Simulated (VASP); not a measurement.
Runs of VASP 6.6.1 on CaSe. The structure is that of space group Fm-3m (No. 225), or close to it. The cells are those of the table. 

```csv
task,level,potentials or basis,spin,cell,k mesh,cutoff (eV),gap on the mesh (eV),pressure (GPa),moment (μB)
single point,LDA,"VASP PAW LDA potentials, release 64 (Ca_sv, Se)",off,"a = 4.180 Å, angles 60.0°, 2 atoms",7 × 7 × 7,500,1.92,-2.9,-
electric field gradients,r2SCAN,"VASP PAW PBE potentials, release 64 (Ca_sv, Se)",off,"a = 4.180 Å, angles 60.0°, 2 atoms",7 × 7 × 7,440,2.55,0.8,-
single point,PBE,"VASP PAW PBE potentials, release 64 (Ca_sv, Se)","non-collinear, zero start, SOC","a = 4.180 Å, angles 60.0°, 2 atoms",7 × 7 × 7,500,-,1.4,0.00
electric field gradients,PBEsol,"VASP PAW PBE potentials, release 64 (Ca_sv, Se)",off,"a = 4.180 Å, angles 60.0°, 2 atoms",7 × 7 × 7,400,1.99,-0.9,-
single point,PBEsol,"VASP PAW PBE potentials, release 64 (Ca_sv, Se)",off,"a = 4.180 Å, angles 60.0°, 2 atoms",7 × 7 × 7,500,1.99,-0.9,-
electric field gradients,PBE,"VASP PAW PBE potentials, release 64 (Ca_sv, Se)",collinear,"a = 4.139 Å, angles 61.3°, 2 atoms",10 × 10 × 10,520,1.91,1.4,0.00
electric field gradients,PBE,"VASP PAW PBE potentials, release 64 (Ca_sv, Se)","non-collinear, zero start, SOC","a = 4.180 Å, angles 60.0°, 2 atoms",7 × 7 × 7,400,-,(a),0.00
electric field gradients,LDA,"VASP PAW LDA potentials, release 64 (Ca_sv, Se)",off,"a = 4.180 Å, angles 60.0°, 2 atoms",7 × 7 × 7,400,1.92,-2.9,-
```

Alike in all rows: smearing fermi-dirac 0.02 eV.

Estimate the missing entries.

(a) 1.3.

Caveats: an odd mesh through Γ misses points on the zone boundary, where band edges can lie (at least some runs); the PAW data sets were made with another functional, which shifts forces and pressure a little (at least some runs).

A k mesh can miss the band edges, and rows without SOC leave out spin-orbit coupling on Se.
